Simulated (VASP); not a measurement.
# Ir in VASP: a series of runs, part 3 of 3

VASP 6.6.1. Earlier steps stand in the parts before.

## (4) Single point, r2SCAN (equal strain along all axes, cell held: -3.0 %)

POSCAR

```
Ir
1.0
    1.8644261154      1.8644261154      0.0000000000
   -1.8644261154      1.8644261154      0.0000000000
    0.0000000000      0.0000000000      3.7288522309
Ir
2
Direct
    0.0000000000      0.0000000000      0.0000000000
    0.5000000000      0.5000000000      0.5000000000
```

INCAR.step1

```
SYSTEM = Ir
  PREC = Accurate
  ENCUT = 520
  ISMEAR = 0
  SIGMA = 0.1
  LREAL = .FALSE.
  LASPH = .TRUE.
  NELM = 100
  NBANDS = 16
  GGA = PE
  ALGO = Normal
  EDIFF = 1E-4
  LWAVE = .TRUE.
  LCHARG = .FALSE.
```

INCAR.step2

```
SYSTEM = Ir
  PREC = Accurate
  ENCUT = 520
  EDIFF = 1E-7
  ISMEAR = 0
  SIGMA = 0.1
  LREAL = .FALSE.
  LASPH = .TRUE.
  NELM = 100
  ALGO = Normal
  ISIF = 2
  LWAVE = .FALSE.
  LCHARG = .FALSE.
  METAGGA = R2SCAN
  LMIXTAU = .TRUE.
  NBANDS = 16
  ISTART = 1
```

KPOINTS

```
Automatic mesh
0
G
  20 20 14
  0 0 0
```

Potentials or basis: VASP PAW PBE potentials, release 64 (Ir).

Command:

```bash
cat potpaw_PBE.64/Ir/POTCAR > POTCAR
cp INCAR.step1 INCAR
mpirun -np 1 vasp_std > vasp.out
cp INCAR.step2 INCAR
mpirun -np 1 vasp_std > vasp.out
```

OUTCAR:

```text
SYSTEM = Ir
   PREC = Accurate
   ENCUT = 520
   EDIFF = 1E-7
   ISMEAR = 0
   LREAL = .FALSE.
   LASPH = .TRUE.
   NELM = 100
   ISIF = 2
   METAGGA = R2SCAN
   ISTART = 1

 ion  position               nearest neighbor table
   1  0.000  0.000  0.000-   2 2.64   2 2.64   2 2.64   2 2.64   2 2.64   2 2.64   2 2.64   2 2.64

   2  0.500  0.500  0.500-   1 2.64   1 2.64   1 2.64   1 2.64   1 2.64   1 2.64   1 2.64   1 2.64

  LATTYP: Found a simple tetragonal cell.
 ALAT       =     2.6366966984
 C/A-ratio  =     1.4142135624

  Lattice vectors:
[... 664 lines left out ...]

  FORCE on cell =-STRESS in cart. coord.  units (eV):
  Direction    XX          YY          ZZ          XY          YZ          ZX
  --------------------------------------------------------------------------------------
  -------------------------------------------------------------------------------------
  Total        7.6817884      7.6817884      7.7052475      0.0000000      0.0000000      0.0000000
  in kB      474.7635814    474.7635814    476.2134463      0.0000000      0.0000000      0.0000000
  external PRESSURE =     475.2468697 kB  Pullay stress =       0.0000000 kB

 VOLUME and BASIS-vectors are now :
 -----------------------------------------------------------------------------
  energy-cutoff  :      520.00
  volume of cell :       25.92
      direct lattice vectors                 reciprocal lattice vectors
     1.864426115  1.864426115  0.000000000     0.268179037  0.268179037  0.000000000
    -1.864426115  1.864426115  0.000000000    -0.268179037  0.268179037  0.000000000
     0.000000000  0.000000000  3.728852231     0.000000000  0.000000000  0.268179037

 POSITION                                       TOTAL-FORCE (eV/Angst)
 -----------------------------------------------------------------------------------
      0.00000      0.00000      0.00000        -0.000000      0.000000      0.000000
      0.00000      1.86443      1.86443         0.000000     -0.000000      0.000000
 -----------------------------------------------------------------------------------
    total drift:                               -0.000000      0.000000      0.000000

  FREE ENERGIE OF THE ION-ELECTRON SYSTEM (eV)
  ---------------------------------------------------
  free  energy   TOTEN  =      -104.3810067510 eV

  energy  without entropy=     -104.3741484409  energy(sigma->0) =     -104.37757760
```

OSZICAR.step1:

```text
N       E                     dE             d eps       ncg     rms          rms(c)
DAV:   1     0.151412841545E+03    0.15141E+03   -0.83949E+03 17008   0.113E+03
DAV:   2    -0.145710350609E+02   -0.16598E+03   -0.15081E+03 16920   0.318E+02
DAV:   3    -0.182294960552E+02   -0.36585E+01   -0.36209E+01 23320   0.572E+01
DAV:   4    -0.182718841987E+02   -0.42388E-01   -0.42376E-01 19376   0.514E+00
DAV:   5    -0.182730535997E+02   -0.11694E-02   -0.11694E-02 23416   0.886E-01    0.275E+01
DAV:   6    -0.174611701718E+02    0.81188E+00   -0.81202E-01 21880   0.119E+01    0.122E+01
DAV:   7    -0.172595339577E+02    0.20164E+00   -0.35787E-01 22856   0.748E+00    0.193E+00
DAV:   8    -0.172499476057E+02    0.95864E-02   -0.64606E-03 19840   0.813E-01    0.808E-01
DAV:   9    -0.172466946462E+02    0.32530E-02   -0.37224E-03 22032   0.784E-01    0.334E-02
DAV:  10    -0.172467008424E+02   -0.61962E-05   -0.17783E-05 12624   0.417E-02
   1 F= -.17246701E+02 E0= -.17243025E+02  d E =-.735239E-02
```

Wall time 7.4 min (1 thread of Intel Xeon Platinum 8488C (Sapphire Rapids), shared host); peak memory 0.29 GiB.

Results:

- Free energy: -104.3810 eV
- Pressure: 47.5 GPa
- Band gap on the k mesh: zero (bands 9 and 10 overlap by 4.04 eV)

Caveat: the cell differs from its parent crystal (equal strain along all axes, cell held: -3.0 %); the cell stands under pressure; the PAW data sets were made with another functional, which shifts forces and pressure a little; spin-orbit coupling is left out, which moves the levels of the heavy elements.

## (5) Single point, r2SCAN (equal strain along all axes, cell held: -2.0 %)

POSCAR

```
Ir
1.0
    1.8836470032      1.8836470032      0.0000000000
   -1.8836470032      1.8836470032      0.0000000000
    0.0000000000      0.0000000000      3.7672940065
Ir
2
Direct
    0.0000000000      0.0000000000      0.0000000000
    0.5000000000      0.5000000000      0.5000000000
```

INCAR.step1

```
SYSTEM = Ir
ALGO = Normal ; EDIFF = 1E-4
ENCUT = 520 ; GGA = PE
ISMEAR = 0 ; LASPH = .True.
LCHARG = .False. ; LREAL = .False.
LWAVE = .True. ; NBANDS = 16
NELM = 80 ; PREC = Accurate
SIGMA = 0.1
```

INCAR.step2

```
SYSTEM = Ir
ALGO = Normal ; EDIFF = 1E-6
ENCUT = 520 ; ISIF = 2
ISMEAR = 0 ; ISTART = 1
LASPH = .True. ; LCHARG = .True.
LELF = .True. ; LMIXTAU = .True.
LREAL = .False. ; LVHAR = .True.
LWAVE = .False. ; METAGGA = R2SCAN
NBANDS = 16 ; NELM = 80
PREC = Accurate ; SIGMA = 0.1
```

KPOINTS

```
k-points
0
Gamma
  20 20 14
  0 0 0
```

Command:

```bash
cat potpaw_PBE.64/Ir/POTCAR > POTCAR
cp INCAR.step1 INCAR
mpirun -np 1 vasp_std > vasp.out
cp INCAR.step2 INCAR
mpirun -np 1 vasp_std > vasp.out
```

It took 6.7 min on 1 thread of Intel Xeon Platinum 8488C (Sapphire Rapids), shared host; peak memory 0.3 GiB.

It converged, with:

- Free energy: -104.5763 eV
- Pressure: 30.1 GPa
- Band gap on the k mesh: zero (bands 9 and 10 overlap by 3.84 eV)

Levels at points of the mesh, in eV from the Fermi level:
| k point | band 7 | band 8 | band 9 | band 10 | band 11 | band 12 |
| --- | --- | --- | --- | --- | --- | --- |
| (0.00, 0.00, 0.00) | -1.37 | -1.37 | 0.97 | 1.76 | 1.76 | 1.82 |
| (0.50, 0.00, 0.00) | -2.79 | -2.79 | -1.50 | -1.50 | 3.31 | 3.31 |
| (0.50, 0.50, 0.00) | 1.76 | 1.76 | 1.76 | 1.76 | 1.82 | 1.82 |
| (0.00, 0.00, 0.50) | -2.07 | -2.07 | -2.07 | -2.07 | -0.29 | -0.29 |
| (0.50, 0.00, 0.50) | -0.83 | -0.83 | 1.06 | 1.06 | 1.06 | 1.06 |
| (0.50, 0.50, 0.50) | -2.06 | -2.06 | 1.77 | 1.77 | 9.29 | 9.29 |

Caveat: the cell differs from its parent crystal (equal strain along all axes, cell held: -2.0 %); the cell stands under pressure; the PAW data sets were made with another functional, which shifts forces and pressure a little; spin-orbit coupling is left out, which moves the levels of the heavy elements.

## (6) Single point, r2SCAN (equal strain along all axes, cell held: -1.0 %)

POSCAR

```
Ir
1.0
    1.9028678910      1.9028678910      0.0000000000
   -1.9028678910      1.9028678910      0.0000000000
    0.0000000000      0.0000000000      3.8057357820
Ir
2
Direct
    0.0000000000      0.0000000000      0.0000000000
    0.5000000000      0.5000000000      0.5000000000
```

INCAR.step1

```
  ALGO = Normal
  EDIFF = 1E-4
  ENCUT = 520
  GGA = PE
  ISMEAR = 0
  LASPH = True
  LCHARG = False
  LREAL = False
  LWAVE = True
  NBANDS = 16
  NELM = 100
  PREC = Accurate
  SIGMA = 0.1
```

INCAR.step2

```
  ALGO = Normal
  EDIFF = 1E-6
  ENCUT = 520
  ISIF = 2
  ISMEAR = 0
  ISTART = 1
  LASPH = True
  LCHARG = False
  LMIXTAU = True
  LREAL = False
  LWAVE = False
  METAGGA = R2SCAN
  NBANDS = 16
  NELM = 100
  PREC = Accurate
  SIGMA = 0.1
```

KPOINTS

```
k-points
0
Gamma
  20 20 14
```

Potentials or basis: VASP PAW PBE potentials, release 64 (Ir).

Command:

```bash
cat potpaw_PBE.64/Ir/POTCAR > POTCAR
cp INCAR.step1 INCAR
mpirun -np 1 vasp_std > vasp.out
cp INCAR.step2 INCAR
mpirun -np 1 vasp_std > vasp.out
```

It took 6.3 min on 1 thread of Intel Xeon Platinum 8488C (Sapphire Rapids), shared host; peak memory 0.3 GiB.

It converged, with:

```
Free energy            : -104.6923 eV
Pressure               : 15.2 GPa
Band gap on the k mesh : zero (bands 9 and 10 overlap by 3.65 eV)
```

Levels at points of the mesh, in eV from the Fermi level:
```tsv
k point	band 5	band 6	band 7	band 8	band 9	band 10	band 11	band 12	band 13	band 14
(0.00, 0.00, 0.00)	-4.15	-4.14	-1.31	-1.31	0.91	1.67	1.67	1.81	11.48	12.49
(0.50, 0.00, 0.00)	-4.90	-4.90	-2.66	-2.66	-1.42	-1.42	3.16	3.16	12.57	12.57
(0.50, 0.50, 0.00)	0.91	0.91	1.67	1.67	1.67	1.67	1.81	1.81	11.48	11.48
(0.00, 0.00, 0.50)	-3.29	-3.29	-1.97	-1.97	-1.97	-1.97	-0.28	-0.28	19.10	19.10
(0.50, 0.00, 0.50)	-4.31	-4.31	-0.75	-0.75	1.00	1.00	1.00	1.00	7.97	7.97
(0.50, 0.50, 0.50)	-5.23	-5.23	-1.95	-1.95	1.67	1.67	8.99	8.99	9.71	9.71
```

Caveat: the cell differs from its parent crystal (equal strain along all axes, cell held: -1.0 %); the cell stands under pressure; the PAW data sets were made with another functional, which shifts forces and pressure a little; spin-orbit coupling is left out, which moves the levels of the heavy elements.

## (7) Summary

| task | cell | k mesh | cutoff (eV) | gap on the mesh (eV) | pressure (GPa) |
| --- | --- | --- | --- | --- | --- |
| single point | a = 2.691, b = 2.725, c = 3.854 Å, 2 atoms, atomic positions A | 20 × 20 × 14 | 520 | none | 4.6 |
| relaxation of cell and atoms | relaxed from a = 2.725 Å, angles 60.0°, 1 atom, atomic positions B | 18 × 18 × 18 | 600 | none | 0.0 |
| single point | a = 2.637, b = 2.637, c = 3.729 Å, 2 atoms, atomic positions A | 20 × 20 × 14 | 520 | none | 47.5 |
| single point | a = 2.664, b = 2.664, c = 3.767 Å, 2 atoms, atomic positions A | 20 × 20 × 14 | 520 | none | 30.1 |
| single point | a = 2.691, b = 2.691, c = 3.806 Å, 2 atoms, atomic positions A | 20 × 20 × 14 | 520 | none | 15.2 |

Alike in all rows: level r2SCAN; potentials or basis VASP PAW PBE potentials, release 64 (Ir); no spin polarisation; smearing gaussian 0.1 eV.

Caveats: the PAW data sets were made with another functional, which shifts forces and pressure a little; spin-orbit coupling is left out, which moves the levels of the heavy elements; the cell stands under pressure (at least some runs).

Absolute energies hang on the potentials; compare differences alone.
